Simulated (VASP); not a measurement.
# Al2Cu in VASP: single point with LDA

Aim: the single point of Al2Cu with LDA.

Program: VASP 6.6.1. These are calculated values, not measurements. Logs are shortened: lines on timing, memory, paths and dates and some standing lists are left out, and cuts for length are marked.

## (1) The cell of the first run

The typed cell holds 6 atoms: a = 4.829 Å, b = 4.829 Å, c = 4.829 Å, α = 104.21°, β = 104.21°, γ = 120.59°.

## (2) Single point, LDA

The input, INCAR:

```
SYSTEM = Al2Cu
PREC = Accurate
ENCUT = 520
EDIFF = 1E-6
ISMEAR = 0
SIGMA = 0.15
LREAL = .FALSE.
LASPH = .TRUE.
NELM = 100
ALGO = Fast
ISIF = 2
LWAVE = .FALSE.
LCHARG = .FALSE.
NBANDS = 26
```

The input, KPOINTS:

```
regular mesh
0
G
  10 10 10
  0 0 0
```

The input, POSCAR:

```
Al2Cu
1.0
   -2.9660863797      2.9660863797      2.3929504194
    2.9660863797     -2.9660863797      2.3929504194
    2.9660863797      2.9660863797     -2.3929504194
Al Cu
4 2
Direct
    0.1595452090      0.6595473154      0.8190882310
    0.6595404962      0.8404436262      0.5000001120
    0.8404538785      0.3404583795      0.1809019419
    0.3404646303      0.1595509093      0.5000024493
    0.7500012320      0.7500127988      0.0000215351
    0.2499945539      0.2499869707     -0.0000142693
```

Potentials or basis: VASP PAW LDA potentials, release 64 (Al, Cu).

Run with:

```console
$ cat potpaw_LDA.64/Al/POTCAR potpaw_LDA.64/Cu/POTCAR > POTCAR
$ mpirun -np 1 vasp_std > vasp.out
```

OUTCAR:

```text
SYSTEM = Al2Cu
   PREC = Accurate
   ENCUT = 520
   EDIFF = 1E-6
   ISMEAR = 0
   LREAL = .FALSE.
   LASPH = .TRUE.
   NELM = 100
   ISIF = 2

 ion  position               nearest neighbor table
   1  0.160  0.660  0.819-   6 2.53   5 2.53   6 2.53   5 2.53   3 2.68   3 2.83   3 2.83   4 3.05
                             2 3.05   4 3.05   2 3.05   2 3.15   4 3.15   4 3.15   2 3.15
   2  0.660  0.840  0.500-   5 2.53   6 2.53   6 2.53   5 2.53   4 2.68   4 2.83   4 2.83   1 3.05
                             3 3.05   1 3.05   3 3.05   1 3.15   3 3.15   3 3.15   1 3.15
   3  0.840  0.340  0.181-   5 2.53   5 2.53   6 2.53   6 2.53   1 2.68   1 2.83   1 2.83   2 3.05
                             4 3.05   4 3.05   2 3.05   4 3.15   2 3.15   2 3.15   4 3.15
   4  0.340  0.160  0.500-   6 2.53   5 2.53   6 2.53   5 2.53   2 2.68   2 2.83   2 2.83   1 3.05
                             1 3.05   3 3.05   3 3.05   3 3.15   1 3.15   1 3.15   3 3.15
   5  0.750  0.750  0.000-   6 2.39   6 2.39   2 2.53   3 2.53   3 2.53   4 2.53   1 2.53   2 2.53
                             4 2.53   1 2.53
   6  0.250  0.250  1.000-   5 2.39   5 2.39   1 2.53   4 2.53   2 2.53   3 2.53   1 2.53   3 2.53
                             4 2.53   2 2.53

  LATTYP: Found a body centered tetragonal cell.
 ALAT       =     5.9321727594
 C/A-ratio  =     0.8067703071

  Lattice vectors:

 A1 = (  -2.9660863797,   2.9660863797,   2.3929504194)
 A2 = (   2.9660863797,  -2.9660863797,   2.3929504194)
 A3 = (   2.9660863797,   2.9660863797,  -2.3929504194)

Analysis of symmetry for initial positions (statically):
=====================================================================
 Subroutine PRICEL returns:
 Original cell was already a primitive cell.

 Routine SETGRP: Setting up the symmetry group for a
 body centered tetragonal supercell.

 Subroutine GETGRP returns: Found  1 space group operations
 (whereof  1 operations were pure point group operations)
 out of a pool of 16 trial point group operations.

The static configuration has the point symmetry C_1 .

Analysis of symmetry for dynamics (positions and initial velocities):
=====================================================================
 Subroutine PRICEL returns:
 Original cell was already a primitive cell.

 Routine SETGRP: Setting up the symmetry group for a
 body centered tetragonal supercell.

 Subroutine GETGRP returns: Found  1 space group operations
 (whereof  1 operations were pure point group operations)
 out of a pool of 16 trial point group operations.

The dynamic configuration has the point symmetry C_1 .

 Subroutine INISYM returns: Found  1 space group operations
 (whereof  1 operations are pure point group operations),
 and found     1 'primitive' translations

----------------------------------------------------------------------------------------

                                     Primitive cell

  volume of cell :      84.2095

  direct lattice vectors                    reciprocal lattice vectors
    -2.966086380  2.966086380  2.392950419     0.000000000  0.168572299  0.208947079
     2.966086380 -2.966086380  2.392950419     0.168572299  0.000000000  0.208947079
     2.966086380  2.966086380 -2.392950419     0.168572299  0.168572299  0.000000000

  length of vectors
     4.829238919  4.829238919  4.829238919     0.268468810  0.268468810  0.238397231

  position of ions in fractional coordinates (direct lattice)
     0.159545209  0.659547315  0.819088231
     0.659540496  0.840443626  0.500000112
     0.840453878  0.340458379  0.180901942
     0.340464630  0.159550909  0.500002449
     0.750001232  0.750012799  0.000021535
     0.249994554  0.249986971  0.999985731

  ion indices of the primitive-cell ions
   primitive index   ion index
                 1           1
                 2           2
                 3           3
                 4           4
                 5           5
                 6           6

----------------------------------------------------------------------------------------

 KPOINTS: regular mesh

Automatic generation of k-mesh.
 Grid dimensions read from file:
 generate k-points for:   10   10   10

 Generating k-lattice:

  Cartesian coordinates                     Fractional coordinates (reciprocal lattice)
     0.000000000  0.016857230  0.020894708     0.100000000 -0.000000000  0.000000000
     0.016857230  0.000000000  0.020894708    -0.000000000  0.100000000  0.000000000
     0.016857230  0.016857230  0.000000000     0.000000000  0.000000000  0.100000000

  Length of vectors
     0.026846881  0.026846881  0.023839723

  Shift w.r.t. Gamma in fractional coordinates (k-lattice)
     0.000000000  0.000000000  0.000000000

 Subroutine IBZKPT returns following result:
 ===========================================

 Found    504 irreducible k-points:

 Following reciprocal coordinates:
            Coordinates               Weight
  0.000000  0.000000  0.000000      1.000000
  0.100000 -0.000000  0.000000      2.000000
  0.100000 -0.000000 -0.100000      2.000000
 -0.000000  0.100000 -0.100000      2.000000
 -0.000000  0.100000  0.000000      2.000000
  0.200000 -0.000000  0.000000      2.000000
[... 16 lines left out ...]
  0.200000 -0.000000 -0.100000      2.000000
  0.100000  0.100000 -0.200000      2.000000
 [... further k-points ...]
   k-points           NKPTS =    504   k-points in BZ     NKDIM =    504   number of bands    NBANDS=     26
   number of dos      NEDOS =    301   number of ions     NIONS =      6
   total plane-waves  NPLWV =  46656
   dimension x,y,z NGX =    36 NGY =   36 NGZ =   36
   dimension x,y,z NGXF=    72 NGYF=   72 NGZF=   72
   ions per type =               4   2
   NGX,Y,Z   is equivalent  to a cutoff of  12.39, 12.39, 12.39 a.u.
   NGXF,Y,Z  is equivalent  to a cutoff of  24.79, 24.79, 24.79 a.u.
 SYSTEM =  Al2Cu
   PREC   = accura    normal or accurate (medium, high low for compatibility)
   ISTART =      0    job   : 0-new  1-cont  2-samecut
   ICHARG =      2    charge: 1-file 2-atom 10-const
   ISPIN  =      1    spin polarized calculation?
   LNONCOLLINEAR =      F non collinear calculations
   LSORBIT =      F    spin-orbit coupling
   LASPH  =      T    aspherical Exc in radial PAW
   ENCUT  =  520.0 eV  38.22 Ry    6.18 a.u.   8.98  8.98  8.98*2*pi/ulx,y,z
   NELM   =    100;   NELMIN=  2; NELMDL= -5     # of ELM steps
   EDIFF  = 0.1E-05   stopping-criterion for ELM
   LREAL  =      F    real-space projection
   EDIFFG = 0.1E-04   stopping-criterion for IOM
   NSW    =      0    number of steps for IOM
   IBRION =     -1    ionic relax: 0-MD 1-quasi-New 2-CG
   NFREE  =      0    steps in history (QN), initial steepest desc. (CG)
   ISIF   =      2    stress and relaxation
   ISYM   =      2    0-nonsym 1-usesym 2-fastsym
   POTIM  = 0.5000    time-step for ionic-motion
   TEBEG  =    0.0;   TEEND  =   0.0 temperature during run
   PSTRESS=    0.0 pullay stress
   NELECT =      34.0000    total number of electrons
   NUPDOWN=      -1.0000    fix difference up-down
   EMIN   =  10.00;   EMAX   =-10.00  energy-range for DOS
   EFERMI =   0.00;   METHOD = LEGACY
   ISMEAR =     0;   SIGMA  =   0.15  broadening in eV -4-tet -1-fermi 0-gaus
   EFERMI_NEDOS =   21; number of points for ismear=-14 and -15
   IALGO  =     68    algorithm
   IMIX   =      4    mixing-type and parameters
     AMIX     =   0.40;   BMIX     =  1.00
     AMIX_MAG =   1.60;   BMIX_MAG =  1.00
  volume/ion in A,a.u.               =      14.03        94.71
  Fermi-wavevector in a.u.,A,eV,Ry     =   1.209987  2.286544 19.919862  1.464069
  Thomas-Fermi vector in A             =   2.345548
   LORBIT       =      0    0 simple, 1 ext, 2 COOP (PROOUT), +10 PAW based schemes
   GGA     = CA    functional components
   LHFCALC =     F    Hartree Fock is set to
   AEXX    =    0.0000 exact exchange contribution
   IVDW    =     0    specifies the selected vdW correction
   LEPSILON=     F    determine dielectric tensor
   LRPA    =     F    only Hartree local field effects (RPA)
 non-spin polarized calculation
 RMM-DIIS sequential band-by-band and
 Gauss-broadening in eV      SIGMA  =   0.15
  energy-cutoff  :      520.00
  volume of cell :       84.21
 maximum number of plane-waves:      2291
   NGX = 17   NGY = 17   NGZ = 17

 number of electron      34.0000044 magnetization

 Free energy of the ion-electron system (eV)
  ---------------------------------------------------
  ext. energy  EPLUGINS =         0.00000000
  ---------------------------------------------------
  free energy    TOTEN  =       -27.29851099 eV

  energy without entropy =      -27.27880081  energy(sigma->0) =      -27.28865590

 E-fermi :   8.4348     XC(G=0): -11.3156

 val. band max:        8.4250363858   @ k =  -0.1000   0.3000  -0.3000
 cond. band min:       8.4463221645   @ k =  -0.2000  -0.4000   0.3000
 fundamental gap:      0.0212857788
 Fermi energy:         8.4347809373

 k-point     1 :       0.0000    0.0000    0.0000
  band No.  band energies     occupation
      1      -2.7132      2.00000
      2       2.7918      2.00000
      3       2.9634      2.00000
      4       2.9634      2.00000
      5       2.9776      2.00000
      6       3.9325      2.00000
[... 18 lines left out ...]
     25      13.8958      0.00000
     26      14.5443      0.00000

 k-point     2 :       0.1000   -0.0000    0.0000
  band No.  band energies     occupation
      1      -2.6046      2.00000
      2       2.7867      2.00000
      3       2.9438      2.00000
      4       2.9618      2.00000
      5       3.0060      2.00000
      6       3.9166      2.00000
[... 18 lines left out ...]
     25      14.0168      0.00000
     26      14.7970      0.00000

 k-point     3 :       0.1000   -0.0000   -0.1000
  band No.  band energies     occupation
      1      -2.6046      2.00000
      2       2.7867      2.00000
      3       2.9438      2.00000
      4       2.9618      2.00000
      5       3.0060      2.00000
      6       3.9166      2.00000
[... 18 lines left out ...]
     25      14.0168      0.00000
     26      14.7968      0.00000

 k-point     4 :      -0.0000    0.1000   -0.1000
  band No.  band energies     occupation
      1      -2.6046      2.00000
      2       2.7867      2.00000
      3       2.9438      2.00000
      4       2.9618      2.00000
      5       3.0060      2.00000
      6       3.9166      2.00000
[... 18 lines left out ...]
     25      14.0168      0.00000
     26      14.7984      0.00000

 k-point     5 :      -0.0000    0.1000    0.0000
  band No.  band energies     occupation
      1      -2.6046      2.00000
      2       2.7867      2.00000
      3       2.9438      2.00000
      4       2.9618      2.00000
      5       3.0060      2.00000
      6       3.9166      2.00000
[... 18 lines left out ...]
     25      14.0168      0.00000
     26      14.7968      0.00000

 k-point     6 :       0.2000   -0.0000    0.0000
  band No.  band energies     occupation
      1      -2.2801      2.00000
      2       2.7766      2.00000
      3       2.7789      2.00000
      4       2.9550      2.00000
      5       3.0841      2.00000
      6       3.8577      2.00000
[... 427 lines left out ...]
 k-point    21 :       0.0000    0.5000    0.0000
  band No.  band energies     occupation
      1      -0.0784      2.00000
      2      -0.0783      2.00000
      3       2.8539      2.00000
      4       2.8540      2.00000
      5       3.3883      2.00000
      6       3.3884      2.00000
[... 18 lines left out ...]
     25      16.2509      0.00000
     26      16.3142      0.00000

 k-point    22 :       0.1000    0.1000    0.0000
  band No.  band energies     occupation
      1      -2.3649      2.00000
      2       2.8134      2.00000
      3       2.8582      2.00000
      4       2.9264      2.00000
      5       3.1469      2.00000
      6       3.8508      2.00000
[... 18 lines left out ...]
     25      13.2549      0.00000
     26      16.0444      0.00000

 k-point    23 :       0.2000   -0.0000   -0.1000
  band No.  band energies     occupation
      1      -2.3649      2.00000
      2       2.8134      2.00000
      3       2.8582      2.00000
      4       2.9264      2.00000
      5       3.1469      2.00000
      6       3.8508      2.00000
[... 18 lines left out ...]
     25      13.2549      0.00000
     26      15.9593      0.00000

 k-point    24 :       0.1000    0.1000   -0.2000
  band No.  band energies     occupation
      1      -2.3649      2.00000
      2       2.8134      2.00000
      3       2.8582      2.00000
      4       2.9264      2.00000
      5       3.1469      2.00000
      6       3.8508      2.00000
[... 18 lines left out ...]
     25      13.2549      0.00000
     26      16.0281      0.00000

 [... further k-points ...]

------------------------ aborting loop because EDIFF is reached ----------------------------------------

  FORCE on cell =-STRESS in cart. coord.  units (eV):
  Direction    XX          YY          ZZ          XY          YZ          ZX
  --------------------------------------------------------------------------------------
  -------------------------------------------------------------------------------------
  Total        0.2705970      0.2705916      0.1792999     -0.0000375     -0.0003215      0.0001818
  in kB        5.1484003      5.1482979      3.4113750     -0.0007131     -0.0061176      0.0034585
  external PRESSURE =       4.5693578 kB  Pullay stress =       0.0000000 kB

 VOLUME and BASIS-vectors are now :
 -----------------------------------------------------------------------------
  energy-cutoff  :      520.00
  volume of cell :       84.21
      direct lattice vectors                 reciprocal lattice vectors
    -2.966086380  2.966086380  2.392950419     0.000000000  0.168572299  0.208947079
     2.966086380 -2.966086380  2.392950419     0.168572299  0.000000000  0.208947079
     2.966086380  2.966086380 -2.392950419     0.168572299  0.168572299  0.000000000

 POSITION                                       TOTAL-FORCE (eV/Angst)
 -----------------------------------------------------------------------------------
      3.91254      0.94644      0.00001        -0.000946     -0.000920     -0.000121
      2.01962      0.94647      2.39291         0.001040     -0.000924      0.000058
     -0.94646      2.01960      2.39298         0.000933      0.001096     -0.000042
      0.94644      2.01966      0.00003        -0.000904      0.000882     -0.000072
      0.00010      0.00003      3.58941        -0.000516     -0.000184      0.000201
      2.96602      2.96607     -1.19649         0.000393      0.000049     -0.000024
 -----------------------------------------------------------------------------------
    total drift:                               -0.000005      0.000000      0.000003

  FREE ENERGIE OF THE ION-ELECTRON SYSTEM (eV)
  ---------------------------------------------------
  free  energy   TOTEN  =       -27.2985109870 eV

  energy  without entropy=      -27.2788008066  energy(sigma->0) =      -27.28865590
```

Wall time 36 min (1 thread of Intel Xeon 8259CL, shared host); peak memory 0.89 GiB.

Results:

```yaml
Free_energy: -27.2985 eV
Pressure: 0.5 GPa
Band_gap_on_the_k_mesh: zero (bands 17 and 18 overlap by 4.47 eV)
```

The gap in the log of VASP goes by the Fermi energy; the results here count the filled bands.